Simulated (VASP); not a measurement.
## Mo: single point with r2SCAN

Mo:

```xyz
1
Lattice="-1.5710 1.5710 1.5946 1.5710 -1.5710 1.5946 1.5710 1.5710 -1.5946" Properties=species:S:1:pos:R:3 pbc="T T T"
Mo    0.0000    0.0000    0.0000
```

This cell differs from its parent crystal: strain +0.000 along x and y, +0.015 along z.

```
Program             : VASP 6.6.1
Task                : single point
Functional          : r2SCAN
Potentials or basis : VASP PAW PBE potentials, release 64 (Mo_sv)
Cutoff              : 520 eV
k mesh              : 22 × 22 × 22
Occupations         : gaussian, width 0.15 eV
Spin                : no spin polarisation
```

The pressure is -0.6 GPa. The band gap on the k mesh is zero (band 7 reaches 16.50 eV, above the bottom of band 8 at 11.13 eV).

Stress tensor (GPa, compression positive):
```
 1.01  0.00  0.00
 0.00  1.01  0.00
 0.00  0.00 -3.73
```

Levels at points of the mesh, in eV from the Fermi level:
```
           k point  band 3  band 4  band 5  band 6  band 7  band 8  band 9  band 10  band 11  band 12
(0.00, 0.00, 0.00)  -35.70  -35.70   -7.63   -1.46   -1.46   -1.28    1.79     2.02    15.29    15.60
(0.50, 0.00, 0.00)  -36.16  -35.71   -5.54   -3.48    1.52    1.79    2.56     4.87    12.09    12.53
(0.50, 0.50, 0.00)  -36.19  -35.73   -5.56   -3.67    1.64    2.03    2.65     4.91    12.24    12.47
(0.50, 0.50, 0.50)  -36.70  -36.70   -5.60   -5.56    4.08    4.12    4.12     9.15     9.56     9.56
```

Wall time 4.5 min on 1 thread of Intel(R) Xeon(R) Platinum 8375C CPU @ 2.90GHz (Ice Lake) (shared host), peak memory 0.26 GiB.

Caveat: the cell differs from its parent crystal (strain +0.000 along x and y, +0.015 along z); the PAW data sets were made with another functional, which shifts forces and pressure a little.
